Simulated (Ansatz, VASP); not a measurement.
TeF3 in VASP and in Ansatz

```
Te F
1.0
     3.62627    0.00000    0.00000
     0.00000    3.62627    0.00000
     0.00000    0.00000    6.93933
Te F
1 3
Direct
  0.00000 0.00000 0.00000
  0.00000 0.00000 0.28358
  0.00000 0.00000 0.71642
  0.50000 0.50000 0.00000
```

Alike in both runs: functional PBE; k mesh 4 × 4 × 4; occupations gaussian, width 0.1 eV; no spin polarisation.

Ansatz relaxed the structure, and its values are those at the end. VASP's run is a single point on that final structure, the one shown.

|  | VASP | Ansatz |
| --- | --- | --- |
| version | VASP 6.6.1 | Ansatz 0.2.0 |
| potentials or method | VASP PAW PBE potentials, release 64 (Te, F), cutoff 520 eV | scalar-relativistic, plane waves, PAW |
| valence electrons in the cell | 27 | 37 |

Ansatz gave:

* gap on the k mesh at the Fermi level (eV): none
* pressure (GPa): 0.1
* rms of the force components (eV/Å): 0.001

**Question.** Which values does VASP return?

**Answer.** gap on the k mesh at the Fermi level (eV): none; pressure (GPa): -0.2; rms of the force components (eV/Å): 0.003.

A gap of «none» marks a metal or a gap that the smearing closes. VASP's potentials hold 27 valence electrons a cell and Ansatz's 37, so a difference there can come from the potentials and not from the codes.

The k mesh is coarse, so the values compare programs but aren't converged. Spin-orbit coupling is off throughout.
